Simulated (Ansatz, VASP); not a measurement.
## Two plane-wave programs on MnAl3

File INCAR:

```
SYSTEM = MnAl3
ALGO = Normal
EDIFF = 1E-7
ENCUT = 520
GGA = PE
ISIF = 2
ISMEAR = 0
ISPIN = 2
LASPH = .True.
LCHARG = .False.
LMAXMIX = 4
LORBIT = 11
LREAL = .False.
LWAVE = .False.
MAGMOM = 0 0 0 4
NBANDS = 23
NELM = 150
PREC = Accurate
SIGMA = 0.1
```

The input KPOINTS:

```
k-points
0
Gamma
  12 12 12
  0 0 0
```

Contents of POSCAR:

```
MnAl3
1.0
    0.0000000000      3.0393544795      3.0393544795
    3.0393544795      0.0000000000      3.0393544795
    3.0393544795      3.0393544795      0.0000000000
Al Mn
3 1
Direct
    0.2500000000      0.2500000000      0.2500000000
    0.7500000000      0.7500000000      0.7500000000
    0.5000000000      0.5000000000      0.5000000000
    0.0000000000      0.0000000000      0.0000000000
```

Input for Ansatz:

```yaml
crystal:
  lattice:
    - [0.0, 3.0393544795, 3.0393544795]
    - [3.0393544795, 0.0, 3.0393544795]
    - [3.0393544795, 3.0393544795, 0.0]
  atoms:
    - { symbol: Al, position: [0.25, 0.25, 0.25] }
    - { symbol: Al, position: [0.75, 0.75, 0.75] }
    - { symbol: Al, position: [0.5, 0.5, 0.5] }
    - { symbol: Mn, position: [0.0, 0.0, 0.0], spin: 4.0 }
basis:
  ecutwfc: 420
kpoints:
  mp_grid: { grid: [12, 12, 12] }
hamiltonian:
  xc: pbe
scf:
  occupations: { method: gaussian, width: 0.1 }
  lower_state_search: "off"
output:
  forces: true
  stress: true
  eigenvalues: true
  populations: true
magnetization:
  spin_polarized: true
```

Alike in both runs: task single point; functional PBE; k mesh 12 × 12 × 12; occupations gaussian, width 0.1 eV; collinear spin.

|  | VASP | Ansatz |
| --- | --- | --- |
| version | VASP 6.6.1 | Ansatz 0.2.0 |
| potentials or method | VASP PAW PBE potentials, release 64 (Al, Mn_pv), cutoff 520 eV | scalar-relativistic, plane waves, PAW |
| valence electrons in the cell | 22 | 24 |

|  | VASP | Ansatz | Ansatz less VASP |
| --- | --- | --- | --- |
| gap on the k mesh at the Fermi level (eV) | none | none | - |
| pressure (GPa) | 0.0 | 0.0 | 0.00 |
| net moment per atom (μB) | 0.37 | 0.37 | 0.000 |
| size of the moment on the site where the two differ most (μB) | 1.54 | 1.52 | -0.016 |

Site moments also hang on the region over which each program counts them. A gap of «none» marks a metal or a gap that the smearing closes. VASP's potentials hold 22 valence electrons a cell and Ansatz's 24, so a difference there can come from the potentials and not from the codes.
